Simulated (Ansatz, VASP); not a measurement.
## One calculation of Nb, two programs

The input INCAR:

```
SYSTEM = Nb
ALGO = Normal
EDIFF = 1E-6
ENCUT = 500
GGA = PS
GGA_COMPAT = .FALSE.
ISIF = 2
ISMEAR = 0
LASPH = .TRUE.
LCHARG = .FALSE.
LREAL = .FALSE.
LWAVE = .FALSE.
NBANDS = 12
NELM = 120
PREC = Accurate
SIGMA = 0.1
```

File KPOINTS:

```
k-points
0
G
  8 8 8
  0 0 0
```

Contents of POSCAR:

```
Nb
1.0
   -1.4615094497      1.4615094497      2.2234734207
    1.4615094497     -1.4615094497      2.2234734207
    1.4615094497      1.4615094497     -2.2234734207
Nb
1
Direct
    0.0000000000      0.0000000000      0.0000000000
```

Input for Ansatz:

```yaml
crystal:
  lattice:
    - [-1.4615094497, 1.4615094497, 2.2234734207]
    - [1.4615094497, -1.4615094497, 2.2234734207]
    - [1.4615094497, 1.4615094497, -2.2234734207]
  atoms:
    - { symbol: Nb, position: [0.0, 0.0, 0.0] }
basis:
  ecutwfc: 420
kpoints:
  mp_grid: { grid: [8, 8, 8] }
hamiltonian:
  xc: pbesol
scf:
  occupations: { method: gaussian, width: 0.1 }
  lower_state_search: "off"
output:
  forces: true
  stress: true
  eigenvalues: true
```

Alike in both runs: task single point; functional PBEsol; k mesh 8 × 8 × 8; occupations gaussian, width 0.1 eV; no spin polarisation.

|  | VASP | Ansatz |
| --- | --- | --- |
| version | VASP 6.6.1 | Ansatz 0.2.0 |
| potentials or method | VASP PAW PBE potentials, release 64 (Nb_sv), cutoff 500 eV | scalar-relativistic, plane waves, PAW |
| valence electrons in the cell | 13 | 13 |

```tsv
	VASP	Ansatz	Ansatz less VASP
gap on the k mesh at the Fermi level (eV)	none	none	-
pressure (GPa)	-8.8	-8.5	+0.30
traceless stress, the component that is largest in VASP (GPa)	8.94	9.01	+0.070
```

VASP's potentials were made for PBE, not for PBEsol. A gap of «none» marks a metal or a gap that the smearing closes.

The k mesh is coarse, so the values compare programs but aren't converged.
